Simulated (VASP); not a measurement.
A run of VASP 6.6.1:

The input INCAR:

```
SYSTEM = AlNi3
PREC     = Accurate       ! precision mode
ENCUT    = 520            ! plane-wave cutoff, eV
EDIFF    = 1E-7           ! SCF threshold, eV
ISMEAR   = 0              ! smearing method
SIGMA    = 0.15           ! smearing width, eV
LREAL    = .False.        ! projectors in reciprocal space
LASPH    = .True.         ! aspherical terms in the spheres
NELM     = 80             ! most SCF steps
ALGO     = Fast           ! electronic algorithm
ISIF     = 2              ! what is computed and relaxed
LWAVE    = .False.        ! write WAVECAR
LCHARG   = .True.         ! write CHGCAR
GGA      = PS             ! functional
LELF     = .True.         ! ELF
LVHAR    = .True.       
NBANDS   = 24             ! bands
```

File KPOINTS:

```
regular mesh
0
Gamma
  14 14 14
  0 0 0
```

File POSCAR:

```
AlNi3
1.0
    0.0000000000      2.7984078593      2.7984078593
    2.7984078593      0.0000000000      2.7984078593
    2.7984078593      2.7984078593      0.0000000000
Al Ni
1 3
Direct
    0.5000000000      0.5000000000      0.5000000000
    0.2500000000      0.2500000000      0.2500000000
    0.0000000000      0.0000000000      0.0000000000
    0.7500000000      0.7500000000      0.7500000000
```

Potentials or basis: VASP PAW PBE potentials, release 64 (Al, Ni).

Launch:

```bash
$ cat potpaw_PBE.64/Al/POTCAR potpaw_PBE.64/Ni/POTCAR > POTCAR
$ mpirun -np 1 vasp_std > vasp.out
```

Hardware: 1 thread of Intel(R) Xeon(R) Platinum 8488C (Sapphire Rapids), with other jobs on the host.

Problem. How long does it take, and how much memory?

Solution. Run time: 2.6 min on 1 thread of Intel(R) Xeon(R) Platinum 8488C (Sapphire Rapids), on a shared host, peak memory 0.23 GiB. Counts: scf iterations 18, k points 104.
